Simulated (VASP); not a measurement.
Set up this calculation in VASP 6.6.1, as the native input.

- Task: single point
- Functional: PBEsol
- Potentials or basis: VASP PAW PBE potentials, release 64 (Na_pv, Se, Sc_sv)
- Cutoff: 520 eV
- k mesh: 6 × 6 × 6
- Occupations: fermi-dirac, width 0.03 eV
- Spin: no spin polarisation
- Dipole correction: no
- Further INCAR settings: ALGO = Normal; EDIFF = 1e-06; NBANDS = 40

The structure of NaScSe2 lies in POSCAR:

```
NaScSe2
1.0
   -2.7694634178      2.7694634178      5.7038646904
    2.7694634178     -2.7694634178      5.7038646904
    2.7694634178      2.7694634178     -5.7038646904
Na Se Sc
2 4 2
Direct
    0.7500000000      0.2500000000      0.5000000000
    0.0000000000      0.0000000000      0.0000000000
    0.4823005880     -0.0176994120      0.5000000000
    0.7323005880      0.7323005880      0.0000000000
    0.0176994120      0.5176994120      0.5000000000
    0.2676994120      0.2676994120      0.0000000000
    0.2500000000      0.7500000000      0.5000000000
    0.5000000000      0.5000000000      0.0000000000
```

One way to write it, as run:

INCAR

```
SYSTEM = NaScSe2
  PREC = Accurate
  ENCUT = 520
  EDIFF = 1E-6
  ISMEAR = -1
  SIGMA = 0.03
  LREAL = .False.
  LASPH = .True.
  NELM = 60
  ALGO = Normal
  ISIF = 2
  LWAVE = .False.
  LCHARG = .False.
  GGA = PS
  NBANDS = 40
```

KPOINTS

```
regular mesh
0
Gamma
  6 6 6
  0 0 0
```

Potentials or basis: VASP PAW PBE potentials, release 64 (Na_pv, Se, Sc_sv).

Run with:

```bash
$ cat potpaw_PBE.64/Na_pv/POTCAR potpaw_PBE.64/Se/POTCAR potpaw_PBE.64/Sc_sv/POTCAR > POTCAR
$ mpirun -np 1 vasp_std > vasp.out
```

It gave:

```json
{
 "Pressure": "0.2 GPa",
 "Largest force": "0.014 eV/Å",
 "Band gap on the k mesh": "0.99 eV"
}
```

Caveat: the PAW data sets were made with another functional, which shifts forces and pressure a little.

It took 4.9 min on 1 thread of Intel(R) Xeon(R) Platinum 8488C (Sapphire Rapids) (shared host), peak memory 0.5 GiB.
